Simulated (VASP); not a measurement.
# Zn18O17 (a cell with a defect) in VASP: notebook

Runs on Zn18O17 (a cell with a defect). Level: PBE. Tasks: single point.

All numbers are computed with VASP 6.6.1; they aren't measurements. Logs are shortened: lines on timing, memory, paths and dates and some standing lists are left out, and cuts for length are marked.

## Step 1: The cell of the first run

The cell holds a defect, 35 atoms: a = 7.764 Å, b = 7.764 Å, c = 7.764 Å, α = 78.63°, β = 78.63°, γ = 78.63°.

## Step 2: Single point, PBE

Contents of INCAR:

```
PREC = Accurate
ENCUT = 520
EDIFF = 1E-6
ISMEAR = 0
SIGMA = 0.02
LREAL = Auto
LASPH = True
NELM = 60
ALGO = Normal
ISIF = 2
LWAVE = False
LCHARG = True
GGA = PE
LELF = True
LVHAR = True
NBANDS = 182
```

Contents of KPOINTS:

```
Automatic mesh
0
Gamma
  2 2 2
  0.5 0.5 0.5
```

Contents of POSCAR:

```
Zn18O17
1.0
    0.0000000000      5.6802364152     -5.2932739790
    4.9192290350     -2.8401182076     -5.2932739790
   -4.9192290350     -2.8401182076     -5.2932739790
Zn O
18 17
Direct
    0.0633706077      0.0377545001      0.3967038370
    0.4013992824      0.7205158728      0.3943753357
    0.0701903628      0.3859659365      0.0381903017
    0.7048566322      0.3859660773      0.4035237066
    0.3902864543      0.0481868811      0.0553575169
    0.0610419700      0.7205159311      0.7347325898
    0.7242197748      0.7190513269      0.0575531578
    0.3763670329      0.3563261917      0.7097004679
    0.7220240807      0.0481869512      0.7236198242
    0.7763905969      0.1142059084      0.1097239053
    0.1138239766      0.7895322205      0.1052101497
    0.7749714672      0.4459191384      0.7772011316
    0.4438677346      0.4459191425      0.1083048561
    0.1234378844      0.1313981693      0.7463414823
    0.7718767769      0.7895322828      0.4471572911
    0.4415292138      0.7747445940      0.7748624987
    0.1151837979      0.4862863748      0.4485170417
    0.4130080458      0.1313981820      0.4567711193
    1.0597214397      0.2831653674      0.3930541317
    0.3297989595      0.9765326204      0.3188317943
    0.9884016434      0.6437592282      0.9975492200
    0.6642158697      0.6437591353      0.3217348936
    0.3261523802      0.3124250022      0.9829776389
    0.9854985170      0.9765327914      0.6631322587
    0.6544301240      0.9809639292      0.9877635719
    0.3203303679      0.6323831655      0.6536637359
    0.6496443148      0.3124251123      0.6594855943
    0.9296545707      0.9337428188      0.2629879147
    0.2711927102      0.6102038685      0.2556934386
    0.9334143877      0.2631030316      0.9258363536
    0.5925029017      0.2631030007      0.2667476775
    0.2602267951      0.9362726299      0.9178715757
    0.9223601163      0.6102038120      0.6045260930
    0.5960615895      0.5986261326      0.9293950373
    0.5845381791      0.9362726323      0.5935601893
```

Potentials or basis: VASP PAW PBE potentials, release 64 (Zn, O).

Started as:

```console
cat potpaw_PBE.64/Zn/POTCAR potpaw_PBE.64/O/POTCAR > POTCAR
mpirun -np 1 vasp_std > vasp.out
```

OUTCAR:

```text
PREC = Accurate
   ENCUT = 520
   EDIFF = 1E-6
   ISMEAR = 0
   LREAL = Auto
   LASPH = True
   NELM = 60
   ISIF = 2
   GGA = PE

 ion  position               nearest neighbor table
   1  0.063  0.038  0.397-  19 1.89  28 1.97  20 2.03  24 2.03
   2  0.401  0.721  0.394-  20 1.96  22 2.01  26 2.01  29 2.01
   3  0.070  0.386  0.038-  23 1.94  21 1.96  30 1.97
   4  0.705  0.386  0.404-  27 1.94  22 1.96  31 1.97
   5  0.390  0.048  0.055-  20 2.00  25 2.00  23 2.01  32 2.01
   6  0.061  0.721  0.735-  24 1.96  21 2.01  26 2.01  33 2.01
   7  0.724  0.719  0.058-  25 1.99  34 1.99  22 2.01  21 2.01
   8  0.376  0.356  0.710-  23 2.05  27 2.05  26 2.08  14 2.81  18 2.81  17 3.04
   9  0.722  0.048  0.724-  24 2.00  25 2.00  27 2.01  35 2.01
  10  0.776  0.114  0.110-  25 2.00  28 2.01  30 2.02  31 2.02
  11  0.114  0.790  0.105-  32 1.98  28 2.00  29 2.01  21 2.01
  12  0.775  0.446  0.777-  27 1.99  34 2.00  33 2.01  30 2.02
  13  0.444  0.446  0.108-  23 1.99  34 2.00  29 2.01  31 2.02
  14  0.123  0.131  0.746-  24 2.02  30 2.08  32 2.08   8 2.81  18 2.85
  15  0.772  0.790  0.447-  35 1.98  28 2.00  33 2.01  22 2.01
  16  0.442  0.775  0.775-  34 2.01  35 2.01  32 2.01  26 2.04
  17  0.115  0.486  0.449-  19 1.86  29 1.95  33 1.95   8 3.04
  18  0.413  0.131  0.457-  20 2.02  31 2.08  35 2.08   8 2.81  14 2.85
  19  0.060  0.283  0.393-  17 1.86   1 1.89
  20  0.330  0.977  0.319-   2 1.96   5 2.00  18 2.02   1 2.03
  21  0.988  0.644  0.998-   3 1.96   7 2.01   6 2.01  11 2.01
  22  0.664  0.644  0.322-   4 1.96   7 2.01   2 2.01  15 2.01
  23  0.326  0.312  0.983-   3 1.94  13 1.99   5 2.01   8 2.05
  24  0.985  0.977  0.663-   6 1.96   9 2.00  14 2.02   1 2.03
  25  0.654  0.981  0.988-   7 1.99  10 2.00   5 2.00   9 2.00
[... 8 lines left out ...]
  34  0.596  0.599  0.929-   7 1.99  13 2.00  12 2.00  16 2.01
  35  0.585  0.936  0.594-  15 1.98  16 2.01   9 2.01  18 2.08

  LATTYP: Found a trigonal (rhomboedric) cell.
 ALAT       =     7.7642665558
 COS(alpha) =     0.1971707095

  Lattice vectors:

 A1 = (   0.0000000000,   5.6802364152,  -5.2932739790)
 A2 = (   4.9192290350,  -2.8401182076,  -5.2932739790)
 A3 = (  -4.9192290350,  -2.8401182076,  -5.2932739790)

Analysis of symmetry for initial positions (statically):
=====================================================================
 Subroutine PRICEL returns:
 Original cell was already a primitive cell.

 Routine SETGRP: Setting up the symmetry group for a
 trigonal (rhombohedral) supercell.

 Subroutine GETGRP returns: Found  2 space group operations
 (whereof  1 operations were pure point group operations)
 out of a pool of 12 trial point group operations.

The static configuration has the point symmetry C_1 .
 The point group associated with its full space group is C_1h.
[... 167 lines left out ...]
   TEBEG  =    0.0;   TEEND  =   0.0 temperature during run
   PSTRESS=    0.0 pullay stress
   NELECT =     318.0000    total number of electrons
   NUPDOWN=      -1.0000    fix difference up-down
   EMIN   =  10.00;   EMAX   =-10.00  energy-range for DOS
   EFERMI =   0.00;   METHOD = LEGACY
   ISMEAR =     0;   SIGMA  =   0.02  broadening in eV -4-tet -1-fermi 0-gaus
   EFERMI_NEDOS =   21; number of points for ismear=-14 and -15
   IALGO  =     38    algorithm
   IMIX   =      4    mixing-type and parameters
     AMIX     =   0.40;   BMIX     =  1.00
     AMIX_MAG =   1.60;   BMIX_MAG =  1.00
  volume/ion in A,a.u.               =      12.68        85.55
  Fermi-wavevector in a.u.,A,eV,Ry     =   1.465033  2.768512 29.202493  2.146323
  Thomas-Fermi vector in A             =   2.580938
   LORBIT       =      0    0 simple, 1 ext, 2 COOP (PROOUT), +10 PAW based schemes
   GGA     = PE    functional components
   LHFCALC =     F    Hartree Fock is set to
   AEXX    =    0.0000 exact exchange contribution
   IVDW    =     0    specifies the selected vdW correction
   LEPSILON=     F    determine dielectric tensor
   LRPA    =     F    only Hartree local field effects (RPA)
 non-spin polarized calculation
 Gauss-broadening in eV      SIGMA  =   0.02
  energy-cutoff  :      520.00
  volume of cell :      443.72
 maximum number of plane-waves:     11981
 NGX is ok and might be reduce to    60
   NGX = 29   NGY = 29   NGZ = 29

 number of electron     317.9999989 magnetization

 Free energy of the ion-electron system (eV)
  ---------------------------------------------------
  ext. energy  EPLUGINS =         0.00000000
  ---------------------------------------------------
  free energy    TOTEN  =      -150.34007135 eV

  energy without entropy =     -150.34007135  energy(sigma->0) =     -150.34007135

 E-fermi :   1.5215     XC(G=0): -10.6608

 val. band max:        1.3839973544   @ k =   0.2500  -0.2500   0.2500
 cond. band min:       2.8986455458   @ k =   0.2500   0.2500   0.2500
 fundamental gap:      1.5146481914
 Fermi energy:         1.5214724223

 k-point     1 :       0.2500    0.2500    0.2500
  band No.  band energies     occupation
      1     -16.9196      2.00000
      2     -16.6420      2.00000
      3     -16.6086      2.00000
      4     -16.5575      2.00000
      5     -16.5046      2.00000
      6     -16.4718      2.00000
[... 511 lines left out ...]
    170       6.6420      0.00000
    171       6.7817      0.00000
 [bands above 171 left out]

------------------------ aborting loop because EDIFF is reached ----------------------------------------

  FORCE on cell =-STRESS in cart. coord.  units (eV):
  Direction    XX          YY          ZZ          XY          YZ          ZX
  --------------------------------------------------------------------------------------
  -------------------------------------------------------------------------------------
  Total        0.5609042     -1.1899785     -0.7547628     -1.5163089      1.3143473     -2.2765169
  in kB        2.0253038     -4.2967552     -2.7252853     -5.4750637      4.7458242     -8.2200105
  external PRESSURE =      -1.6655789 kB  Pullay stress =       0.0000000 kB

 VOLUME and BASIS-vectors are now :
 -----------------------------------------------------------------------------
  energy-cutoff  :      520.00
  volume of cell :      443.72
      direct lattice vectors                 reciprocal lattice vectors
     0.000000000  5.680236415 -5.293273979     0.000000000  0.117366007 -0.062972998
     4.919229035 -2.840118208 -5.293273979     0.101641944 -0.058683003 -0.062972998
    -4.919229035 -2.840118208 -5.293273979    -0.101641944 -0.058683003 -0.062972998

 POSITION                                       TOTAL-FORCE (eV/Angst)
 -----------------------------------------------------------------------------------
     -1.76575     -0.87395     -2.63514        -0.083885      0.048431      0.017126
      1.60436     -0.88638     -8.02614        -0.007929      0.025105     -0.009520
      1.71079     -0.80596     -2.61671        -0.399661     -0.217860     -0.201419
     -0.08637      1.76151     -7.90998        -0.011159      0.455047     -0.201419
     -0.03527      1.92284     -2.61398        -0.008783     -0.016204     -0.049932
     -0.06994     -3.78634     -8.02614        -0.025706     -0.005686     -0.009520
[... 27 lines left out ...]
     -1.62713     -0.95399    -11.24335        -0.010244      0.005914      0.002664
      1.68588     -1.02459    -11.19194        -0.032524      0.028632     -0.038539
 -----------------------------------------------------------------------------------
    total drift:                               -0.013927      0.004047     -0.005167

  FREE ENERGIE OF THE ION-ELECTRON SYSTEM (eV)
  ---------------------------------------------------
  free  energy   TOTEN  =      -150.3400713492 eV

  energy  without entropy=     -150.3400713492  energy(sigma->0) =     -150.34007135
```

OSZICAR:

```text
N       E                     dE             d eps       ncg     rms          rms(c)
DAV:   1     0.446226701204E+04    0.44623E+04   -0.14094E+05  1092   0.252E+03
DAV:   2     0.916472839001E+03   -0.35458E+04   -0.34101E+04  1092   0.694E+02
DAV:   3    -0.465198051752E+02   -0.96299E+03   -0.91308E+03  1158   0.279E+02
[... 10 lines left out ...]
DAV:  14    -0.150340021257E+03   -0.12809E-03   -0.10736E-03  1440   0.235E-01    0.354E-02
DAV:  15    -0.150340058481E+03   -0.37224E-04   -0.29432E-04  1384   0.143E-01    0.281E-02
DAV:  16    -0.150340068921E+03   -0.10439E-04   -0.51317E-05  1456   0.594E-02    0.168E-02
DAV:  17    -0.150340070633E+03   -0.17122E-05   -0.23341E-05  1368   0.357E-02    0.113E-02
DAV:  18    -0.150340071530E+03   -0.89705E-06   -0.15438E-05  1248   0.186E-02    0.673E-03
DAV:  19    -0.150340071349E+03    0.18072E-06   -0.24081E-06   728   0.954E-03
   1 F= -.15034007E+03 E0= -.15034007E+03  d E =-.852391E-23
```

stdout:

```text
POSCAR found type information on POSCAR ZnO
 POSCAR found :  2 types and      35 ions
 scaLAPACK will be used
 LDA part: xc-table for (Slater+PW92), standard interpolation
 POSCAR, INCAR and KPOINTS ok, starting setup
 FFT: planning ... GRIDC
 FFT: planning ... GRID_SOFT
 FFT: planning ... GRID
 WAVECAR not read
 entering main loop
```

It took 11 min on 1 thread of Intel Xeon Platinum 8488C (Sapphire Rapids), shared host; peak memory 0.56 GiB.

What came out:

```
Free energy            : -150.3401 eV
Pressure               : -0.2 GPa
Largest force          : 1.812 eV/Å
Band gap on the k mesh : 1.51 eV
```

Forces in eV/Å, atoms in the order of the input:
```
Zn  -0.084  0.048  0.017
Zn  -0.008  0.025 -0.010
Zn  -0.400 -0.218 -0.201
Zn  -0.011  0.455 -0.201
Zn  -0.009 -0.016 -0.050
Zn  -0.026 -0.006 -0.010
Zn  -0.022  0.013 -0.017
Zn   0.033 -0.019  0.061
Zn   0.010  0.016 -0.050
Zn  -0.006  0.004 -0.028
Zn  -0.061 -0.017  0.019
Zn  -0.023  0.024  0.001
Zn  -0.032  0.008  0.001
Zn  -0.089  0.044 -0.169
Zn  -0.015  0.062  0.019
Zn  -0.029  0.017  0.006
Zn  -0.203  0.117 -0.017
Zn  -0.083  0.055 -0.169
O    1.200 -0.693  1.168
O    0.008 -0.056 -0.119
O    0.016  0.001 -0.009
O    0.007 -0.015 -0.009
O    0.044  0.060  0.024
O    0.053  0.022 -0.119
O   -0.005  0.003 -0.003
O   -0.013  0.007 -0.003
O   -0.030 -0.068  0.024
O   -0.019  0.011  0.027
O   -0.036  0.014 -0.028
O   -0.018  0.031 -0.026
O   -0.036  0.000 -0.026
O   -0.041  0.014 -0.039
O   -0.030  0.024 -0.028
O   -0.010  0.006  0.003
O   -0.033  0.029 -0.039
```

(Continued in part 2 of 2.)
